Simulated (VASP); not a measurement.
# BaAl2B4 (Cmmm) in VASP: relaxation of cell and atoms with PBE

Aim: the relaxation of cell and atoms of BaAl2B4 with PBE.

Program: VASP 6.6.1. These are calculated values, not measurements. Logs are shortened: lines on timing, memory, paths and dates and some standing lists are left out, and cuts for length are marked.

## (1) The cell of the first run

The structure is orthorhombic, space group Cmmm (No. 65). Conventional cell: a = 3.839 Å, b = 12.962 Å, c = 3.798 Å, α = 90.00°, β = 90.00°, γ = 90.00°. Ba (site symmetry mmm) has 8 Al at 2.94 Å and 10 B at 3.11 to 3.94 Å and 4 Ba at 3.80 to 3.84 Å within 4.0 Å. Within 3.1 Å of Al (site symmetry m2m) lie 1 Al at 2.31 Å and 5 B at 2.32 to 2.87 Å and 4 Ba at 2.94 Å. B (site symmetry m2m) has 3 Al at 2.32 to 2.87 Å and 8 B at 2.41 to 2.70 Å and 2 Ba at 3.11 Å within 3.2 Å. Within 3.2 Å of B (site symmetry m2m) lie 2 Al at 2.35 Å and 8 B at 2.37 to 2.70 Å and 2 Ba at 3.19 Å.

The cell was generated, and may not be a known phase.

## (2) Relaxation of cell and atoms, PBE

The input, INCAR:

```
ALGO     = Normal         # electronic algorithm
EDIFF    = 1E-7           # SCF threshold, eV
EDIFFG   = -0.04          # ionic threshold
ENCUT    = 1230           # plane-wave cutoff, eV
GGA      = PE             # functional
GGA_COMPAT= False        
IBRION   = 2              # ionic algorithm
ISIF     = 3              # what is computed and relaxed
ISMEAR   = 0              # smearing method
LASPH    = True           # aspherical terms in the spheres
LCHARG   = False          # write CHGCAR
LREAL    = False          # projectors in reciprocal space
LWAVE    = False          # write WAVECAR
NELM     = 120            # most SCF steps
NELMIN   = 4            
NSW      = 90             # ionic steps
PREC     = Accurate       # precision mode
SIGMA    = 0.1            # smearing width, eV
```

The input, KPOINTS:

```
k-points
0
Gamma
  6 6 4
```

The input, POSCAR:

```
BaAl2B4
1.0
    1.9196010100     -6.4810170400      0.0000000000
    1.9196010100      6.4810170400      0.0000000000
    0.0000000000      0.0000000000      3.7982354900
Ba Al B
1 2 4
Direct
    0.0000000000      0.0000000000      0.0000000000
    0.5892710100      0.4107289900      0.5000000000
    0.4107289900      0.5892710100      0.5000000000
    0.8103389900      0.1896610100      0.5000000000
    0.1896610100      0.8103389900      0.5000000000
    0.6961080000      0.3038920000      0.0000000000
    0.3038920000      0.6961080000      0.0000000000
```

Potentials or basis: VASP PAW PBE potentials, release 64 (Ba_sv, Al, B_h).

Launch:

```sh
> cat potpaw_PBE.64/Ba_sv/POTCAR potpaw_PBE.64/Al/POTCAR potpaw_PBE.64/B_h/POTCAR > POTCAR
> mpirun -np 1 vasp_std > vasp.out
```

OUTCAR:

```text
EDIFF = 1E-7
   EDIFFG = -0.04
   ENCUT = 1230
   GGA = PE
   IBRION = 2
   ISIF = 3
   ISMEAR = 0
   LASPH = True
   LREAL = False
   NELM = 120
   NELMIN = 4
   NSW = 90
   PREC = Accurate

 ion  position               nearest neighbor table
   1  0.000  0.000  0.000-   2 2.94   2 2.94   3 2.94   3 2.94   2 2.94   2 2.94   3 2.94   3 2.94

   2  0.589  0.411  0.500-   3 2.31   5 2.32   5 2.32   6 2.35   6 2.35   1 2.94   1 2.94   1 2.94
                             1 2.94
   3  0.411  0.589  0.500-   2 2.31   4 2.32   4 2.32   7 2.35   7 2.35   1 2.94   1 2.94   1 2.94
                             1 2.94
   4  0.810  0.190  0.500-   3 2.32   3 2.32
   5  0.190  0.810  0.500-   2 2.32   2 2.32
   6  0.696  0.304  0.000-   2 2.35   2 2.35
   7  0.304  0.696  0.000-   3 2.35   3 2.35

  LATTYP: Found a base centered orthorhombic cell.
 ALAT       =     3.8392020200
 B/A-ratio  =     3.3762313138
 C/A-ratio  =     0.9893294154

  Lattice vectors:

 A1 = (   1.9196010100,  -6.4810170400,   0.0000000000)
 A2 = (   1.9196010100,   6.4810170400,   0.0000000000)
 A3 = (   0.0000000000,   0.0000000000,   3.7982354900)

Analysis of symmetry for initial positions (statically):
=====================================================================
 Subroutine PRICEL returns:
 Original cell was already a primitive cell.

 Routine SETGRP: Setting up the symmetry group for a
 base centered orthorhombic supercell.

 Subroutine GETGRP returns: Found  8 space group operations
 (whereof  8 operations were pure point group operations)
 out of a pool of  8 trial point group operations.

The static configuration has the point symmetry D_2h.

Analysis of symmetry for dynamics (positions and initial velocities):
=====================================================================
 Subroutine PRICEL returns:
 Original cell was already a primitive cell.

 Routine SETGRP: Setting up the symmetry group for a
 base centered orthorhombic supercell.

 Subroutine GETGRP returns: Found  8 space group operations
 (whereof  8 operations were pure point group operations)
 out of a pool of  8 trial point group operations.

The dynamic configuration has the point symmetry D_2h.

 Subroutine INISYM returns: Found  8 space group operations
 (whereof  8 operations are pure point group operations),
 and found     1 'primitive' translations

----------------------------------------------------------------------------------------

                                     Primitive cell

  volume of cell :      94.5074

  direct lattice vectors                    reciprocal lattice vectors
     1.919601010 -6.481017040  0.000000000     0.260470794 -0.077148385  0.000000000
     1.919601010  6.481017040  0.000000000     0.260470794  0.077148385  0.000000000
     0.000000000  0.000000000  3.798235490     0.000000000  0.000000000  0.263280147

  length of vectors
     6.759323184  6.759323184  3.798235490     0.271655863  0.271655863  0.263280147

  position of ions in fractional coordinates (direct lattice)
     0.000000000  0.000000000  0.000000000
     0.589271010  0.410728990  0.500000000
     0.410728990  0.589271010  0.500000000
     0.810338990  0.189661010  0.500000000
     0.189661010  0.810338990  0.500000000
     0.696108000  0.303892000  0.000000000
     0.303892000  0.696108000  0.000000000

  ion indices of the primitive-cell ions
   primitive index   ion index
                 1           1
                 2           2
                 3           3
                 4           4
                 5           5
                 6           6
                 7           7

----------------------------------------------------------------------------------------

 KPOINTS: k-points

Automatic generation of k-mesh.
 Grid dimensions read from file:
 generate k-points for:    6    6    4

 Generating k-lattice:

  Cartesian coordinates                     Fractional coordinates (reciprocal lattice)
     0.043411799 -0.012858064  0.000000000     0.166666667 -0.000000000  0.000000000
     0.043411799  0.012858064  0.000000000    -0.000000000  0.166666667  0.000000000
     0.000000000  0.000000000  0.065820037     0.000000000  0.000000000  0.250000000

  Length of vectors
     0.045275977  0.045275977  0.065820037

  Shift w.r.t. Gamma in fractional coordinates (k-lattice)
     0.000000000  0.000000000  0.000000000

 Subroutine IBZKPT returns following result:
 ===========================================

 Found     39 irreducible k-points:

 Following reciprocal coordinates:
            Coordinates               Weight
  0.000000  0.000000  0.000000      1.000000
  0.166667  0.000000  0.000000      4.000000
  0.333333 -0.000000  0.000000      4.000000
  0.500000 -0.000000  0.000000      2.000000
  0.166667  0.166667  0.000000      2.000000
  0.333333  0.166667  0.000000      4.000000
[... 16 lines left out ...]
  0.333333  0.333333  0.250000      4.000000
  0.500000  0.333333  0.250000      8.000000
 [... further k-points ...]
   k-points           NKPTS =     39   k-points in BZ     NKDIM =     39   number of bands    NBANDS=     18
   number of dos      NEDOS =    301   number of ions     NIONS =      7
   total plane-waves  NPLWV = 307200
   dimension x,y,z NGX =    80 NGY =   80 NGZ =   48
   dimension x,y,z NGXF=   160 NGYF=  160 NGZF=   96
   ions per type =               1   2   4
   NGX,Y,Z   is equivalent  to a cutoff of  19.68, 19.68, 21.01 a.u.
   NGXF,Y,Z  is equivalent  to a cutoff of  39.35, 39.35, 42.02 a.u.
 SYSTEM =  unknown system
   PREC   = accura    normal or accurate (medium, high low for compatibility)
   ISTART =      0    job   : 0-new  1-cont  2-samecut
   ICHARG =      2    charge: 1-file 2-atom 10-const
   ISPIN  =      1    spin polarized calculation?
   LNONCOLLINEAR =      F non collinear calculations
   LSORBIT =      F    spin-orbit coupling
   LASPH  =      T    aspherical Exc in radial PAW
   ENCUT  = 1230.0 eV  90.40 Ry    9.51 a.u.  19.33 19.33 10.86*2*pi/ulx,y,z
   NELM   =    120;   NELMIN=  4; NELMDL= -5     # of ELM steps
   EDIFF  = 0.1E-06   stopping-criterion for ELM
   LREAL  =      F    real-space projection
   EDIFFG = -.4E-01   stopping-criterion for IOM
   NSW    =     90    number of steps for IOM
   IBRION =      2    ionic relax: 0-MD 1-quasi-New 2-CG
   NFREE  =      1    steps in history (QN), initial steepest desc. (CG)
   ISIF   =      3    stress and relaxation
   ISYM   =      2    0-nonsym 1-usesym 2-fastsym
   POTIM  = 0.5000    time-step for ionic-motion
   TEBEG  =    0.0;   TEEND  =   0.0 temperature during run
   PSTRESS=    0.0 pullay stress
   NELECT =      28.0000    total number of electrons
   NUPDOWN=      -1.0000    fix difference up-down
   EMIN   =  10.00;   EMAX   =-10.00  energy-range for DOS
   EFERMI =   0.00;   METHOD = LEGACY
   ISMEAR =     0;   SIGMA  =   0.10  broadening in eV -4-tet -1-fermi 0-gaus
   EFERMI_NEDOS =   21; number of points for ismear=-14 and -15
   IALGO  =     38    algorithm
   IMIX   =      4    mixing-type and parameters
     AMIX     =   0.40;   BMIX     =  1.00
     AMIX_MAG =   1.60;   BMIX_MAG =  1.00
  volume/ion in A,a.u.               =      13.50        91.11
  Fermi-wavevector in a.u.,A,eV,Ry     =   1.091370  2.062391 16.205754  1.191089
  Thomas-Fermi vector in A             =   2.227614
   LORBIT       =      0    0 simple, 1 ext, 2 COOP (PROOUT), +10 PAW based schemes
   GGA     = PE    functional components
   LHFCALC =     F    Hartree Fock is set to
   AEXX    =    0.0000 exact exchange contribution
   IVDW    =     0    specifies the selected vdW correction
   LEPSILON=     F    determine dielectric tensor
   LRPA    =     F    only Hartree local field effects (RPA)
 conjugate gradient relaxation of ions
 non-spin polarized calculation
 Gauss-broadening in eV      SIGMA  =   0.10
  energy-cutoff  :     1230.00
  volume of cell :       94.51
 maximum number of plane-waves:      9296
 NGX is ok and might be reduce to    80
   NGX = 39   NGY = 39   NGZ = 21

--------------------------------------- Ionic step        1  -------------------------------------------

 number of electron      28.0000000 magnetization

 Free energy of the ion-electron system (eV)
  ---------------------------------------------------
  ext. energy  EPLUGINS =         0.00000000
  ---------------------------------------------------
  free energy    TOTEN  =       -26.97524036 eV

  energy without entropy =      -26.96520985  energy(sigma->0) =      -26.97022511

------------------------ aborting loop because EDIFF is reached ----------------------------------------

  FORCE on cell =-STRESS in cart. coord.  units (eV):
  Direction    XX          YY          ZZ          XY          YZ          ZX
  --------------------------------------------------------------------------------------
  -------------------------------------------------------------------------------------
  Total        4.3748505     -2.4647688      4.0072289     -0.0000000      0.0000000      0.0000000
  in kB       74.1664994    -41.7850328     67.9342391     -0.0000000      0.0000000      0.0000000
  external PRESSURE =      33.4385685 kB  Pullay stress =       0.0000000 kB
[... 104 lines left out ...]
  FREE ENERGIE OF THE ION-ELECTRON SYSTEM (eV)
  ---------------------------------------------------
  free  energy   TOTEN  =       -30.1121089788 eV

  energy  without entropy=      -30.1038284693  energy(sigma->0) =      -30.10796872

 E-fermi :   5.7619     XC(G=0):  -9.9999

 val. band max:        5.7605370208   @ k =  -0.3333   0.3333   0.0000
 cond. band min:       5.7670557839   @ k =   0.3333   0.3333   0.5000
 fundamental gap:      0.0065187630
 Fermi energy:         5.7618641778

 k-point     1 :       0.0000    0.0000    0.0000
  band No.  band energies     occupation
      1     -22.6316      2.00000
      2      -8.1758      2.00000
      3      -7.7534      2.00000
      4      -7.1391      2.00000
      5      -6.0755      2.00000
      6      -3.2798      2.00000
[... 493 lines left out ...]
     17       7.5414      0.00000
     18       8.6228      0.00000

 [... further k-points ...]

[... ionic steps 4 to 30 ...]

--------------------------------------- Ionic step       31  -------------------------------------------

 number of electron      28.0000000 magnetization

------------------------ aborting loop because EDIFF is reached ----------------------------------------
[... 77 lines left out ...]
--------------------------------------- Ionic step       33  -------------------------------------------

 number of electron      28.0000000 magnetization

 Free energy of the ion-electron system (eV)
  ---------------------------------------------------
  ext. energy  EPLUGINS =         0.00000000
  ---------------------------------------------------
  free energy    TOTEN  =       -34.67252650 eV

  energy without entropy =      -34.65663647  energy(sigma->0) =      -34.66458149

 E-fermi :   5.8480     XC(G=0): -10.0471

 val. band max:        5.8465257089   @ k =   0.3333   0.3333   0.2500
 cond. band min:       5.8581869257   @ k =  -0.3333   0.3333   0.0000
 fundamental gap:      0.0116612168
 Fermi energy:         5.8480028590

 k-point     1 :       0.0000    0.0000    0.0000
  band No.  band energies     occupation
      1     -22.5662      2.00000
      2      -8.0857      2.00000
      3      -7.6685      2.00000
      4      -7.1229      2.00000
      5      -6.0271      2.00000
      6      -3.1780      2.00000
[... 529 lines left out ...]
  FREE ENERGIE OF THE ION-ELECTRON SYSTEM (eV)
  ---------------------------------------------------
  free  energy   TOTEN  =       -34.6725265023 eV

  energy  without entropy=      -34.6566364721  energy(sigma->0) =      -34.66458149

 reached required accuracy - stopping structural energy minimisation
```

Wall time 80 min (1 thread of Intel Xeon 6975P-C (Granite Rapids), shared host); peak memory 0.9 GiB.

What came out:

```yaml
Free_energy: -34.6725 eV
Relaxed_volume: 15.11 Å³/atom
Relaxed_cell: a = 7.706 Å, b = 7.706 Å, c = 3.149 Å, α = 90.00°, β = 90.00°, γ = 145.56°
Space_group_after_relaxing_to_0.1_Å: Cmmm (No. 65)
Energy_gained_by_relaxing: 1099.6 meV/atom
Ionic_steps: 33
Pressure_after_relaxing: 0.0 GPa
Largest_force_after_relaxing: 0.024 eV/Å
Band_gap_on_the_k_mesh: zero (bands 14 and 15 overlap by 1.56 eV)
```

Forces on the atoms (eV/Å):
```
Ba   0.000  0.000  0.000
Al   0.000  0.024  0.000
Al   0.000 -0.024  0.000
B    0.000  0.005  0.000
B    0.000 -0.005  0.000
B    0.000 -0.001  0.000
B    0.000  0.001  0.000
```

The path:
```csv
step,energy change (eV),largest force (eV/Å),pressure (GPa),volume (Å³)
1,0.0000,5.2231,3.34,94.51
2,-2.3226,1.8899,-1.33,98.35
3,-3.1369,1.4024,-1.35,101.71
4,-3.1410,1.3855,-1.06,102.06
5,-3.6958,1.5778,-0.62,101.16
6,-3.7478,6.1564,11.37,96.58
7,-4.2893,3.1010,3.36,99.13
8,-4.5081,2.9219,2.82,99.32
9,-5.1308,2.4020,1.71,99.67
10,-6.1278,1.9314,6.44,99.39
11,-6.3143,1.2060,2.88,101.56
12,-6.3944,0.6757,-1.40,104.71
13,-6.3950,0.6331,-1.10,104.47
14,-6.4280,0.6696,-0.74,104.22
15,-6.4993,0.7570,0.38,103.45
16,-6.5166,0.9024,2.93,101.86
17,-6.5302,0.8473,1.94,102.46
18,-6.5537,0.8363,1.90,102.52
19,-6.6241,0.8267,1.80,102.72
20,-6.7648,0.9628,1.59,103.10
21,-7.0197,1.1919,1.38,103.86
22,-7.3072,1.4847,1.33,105.29
23,-7.5163,0.9634,-0.13,106.58
24,-7.6355,0.3340,-1.75,108.21
25,-7.6397,0.2833,-2.02,108.53
26,-7.6823,0.1632,-0.39,106.79
27,-7.6861,0.1413,0.29,106.12
28,-7.6915,0.0923,-0.03,106.26
29,-7.6939,0.0879,-0.40,106.42
30,-7.6955,0.0802,-0.04,105.99
31,-7.6959,0.0745,0.22,105.67
32,-7.6969,0.0401,0.10,105.70
33,-7.6973,0.0243,-0.05,105.74
```

Final structure:
```cif
data_structure
_symmetry_space_group_name_H-M 'P 1'
_symmetry_Int_Tables_number 1
_cell_length_a 7.7058
_cell_length_b 7.7058
_cell_length_c 3.1488
_cell_angle_alpha 90.000
_cell_angle_beta 90.000
_cell_angle_gamma 145.560
_cell_volume 105.74
loop_
_atom_site_label
_atom_site_type_symbol
_atom_site_fract_x
_atom_site_fract_y
_atom_site_fract_z
_atom_site_occupancy
Ba1 Ba 0.00000 0.00000 0.00000 1
Al1 Al 0.67232 0.32768 0.50000 1
Al2 Al 0.32768 0.67232 0.50000 1
B1 B 0.82652 0.17348 0.50000 1
B2 B 0.17348 0.82652 0.50000 1
B3 B 0.78900 0.21100 0.00000 1
B4 B 0.21100 0.78900 0.00000 1
```

Levels at points of the mesh, in eV from the Fermi level:
| k point | band 10 | band 11 | band 12 | band 13 | band 14 | band 15 | band 16 | band 17 | band 18 |
| --- | --- | --- | --- | --- | --- | --- | --- | --- | --- |
| (0.00, 0.00, 0.00) | -3.89 | -2.98 | -2.80 | -2.67 | 0.30 | 0.79 | 1.32 | 1.66 | 2.30 |
| (0.50, 0.00, 0.00) | -3.31 | -3.26 | -2.43 | 0.04 | 0.04 | 0.45 | 2.39 | 2.78 | 3.79 |
| (0.50, 0.50, 0.00) | -3.68 | -3.13 | -2.61 | -1.91 | -1.65 | -0.15 | 1.70 | 2.43 | 3.36 |
| (0.00, 0.00, 0.50) | -3.16 | -2.49 | -2.42 | -1.98 | -1.87 | -1.26 | 0.46 | 1.13 | 1.40 |
| (0.50, 0.00, 0.50) | -3.86 | -3.81 | -3.47 | -2.45 | -0.75 | 0.07 | 1.00 | 2.13 | 3.68 |
| (0.50, 0.50, 0.50) | -3.24 | -3.03 | -2.68 | -2.36 | -1.41 | -0.85 | 1.07 | 1.47 | 2.33 |

Caveat: the k points lie up to 0.50 Å⁻¹ apart in the final cell, too coarse for converged energies and pressures of a metal; a cell axis changed by over 15 % at a fixed basis, so the end point is rough; spin-orbit coupling is left out, which moves the levels of the heavy elements.
